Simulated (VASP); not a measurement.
**TePb: single point with LDA**

TePb:

```
Pb Te
1.0
     4.42226    0.00000    0.00000
    -2.21113    3.82979    0.00000
     0.00000    0.00000    7.76321
Pb Te
2 2
Direct
  0.00000 0.00000 0.00000
  0.00000 0.00000 0.50000
  0.33333 0.66667 0.25000
  0.66667 0.33333 0.75000
```

```
Program             : VASP 6.6.1
Task                : single point
Functional          : LDA
Potentials or basis : VASP PAW LDA potentials, release 64 (Pb_d, Te)
Cutoff              : 520 eV
k mesh              : 6 × 6 × 4
Occupations         : fermi-dirac, width 0.02 eV
Spin                : no spin polarisation
```

| Quantity | Value |
| --- | --- |
| Pressure | 0.1 GPa |
| Band gap on the k mesh | zero (bands 20 and 21 overlap by 0.14 eV) |

Stress tensor (GPa, compression positive):
```
0.02 0.00 0.00
0.00 0.02 0.00
0.00 0.00 0.11
```

Levels at points of the mesh, in eV from the Fermi level:
| k point | band 17 | band 18 | band 19 | band 20 | band 21 | band 22 | band 23 | band 24 |
| --- | --- | --- | --- | --- | --- | --- | --- | --- |
| (0.00, 0.00, 0.00) | -1.84 | -1.23 | -1.23 | -0.02 | 0.11 | 1.93 | 1.93 | 2.25 |
| (0.50, 0.00, 0.00) | -3.24 | -1.41 | -1.37 | -1.15 | 0.00 | 0.70 | 1.81 | 3.59 |
| (0.00, 0.00, 0.50) | -1.54 | -1.54 | -1.50 | -1.50 | 1.99 | 1.99 | 1.99 | 1.99 |
| (0.50, 0.00, 0.50) | -2.87 | -2.87 | -2.59 | -2.59 | 1.77 | 1.77 | 2.77 | 2.77 |

Wall time 110 s on 1 thread of Intel Xeon 8259CL, with other jobs on the host, peak memory 0.25 GiB.

Caveat: semilocal functionals underestimate gaps, so a narrow gap can read as zero; spin-orbit coupling is left out, which moves the levels of the heavy elements.
